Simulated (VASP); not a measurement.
NaHgI2, 4 atoms in the cell. The cell holds a sheet with vacuum, 4 atoms: a = 4.575 Å, b = 4.575 Å, c = 19.000 Å, α = 90.00°, β = 90.00°, γ = 90.00°. The cell was built from a structure type or drawn by symmetry, and may not be a known phase.

* Program: VASP 6.6.1
* Task: single point
* Functional: PBE
* Potentials or basis: VASP PAW PBE potentials, release 64 (Na_pv, Hg, I)
* Cutoff: 520 eV
* k mesh: 4 × 4 × 1
* Occupations: gaussian, width 0.1 eV
* Spin: no spin polarisation
* Dipole correction: yes
* Further INCAR settings: ALGO = Normal; EDIFF = 1e-06; NBANDS = 24

Potentials or basis: VASP PAW PBE potentials, release 64 (Na_pv, Hg, I).

The run is started by

```sh
$ cat potpaw_PBE.64/Na_pv/POTCAR potpaw_PBE.64/Hg/POTCAR potpaw_PBE.64/I/POTCAR > POTCAR
$ mpirun -np 1 vasp_std > vasp.out
```

Hardware: 1 thread of Intel Xeon 8259CL (shared host).

Task: Estimate the wall time of this run.

Result: Run time: 2.3 min on 1 thread of Intel Xeon 8259CL (shared host), peak memory 0.46 GiB. Counts: scf iterations 20, k points 6.
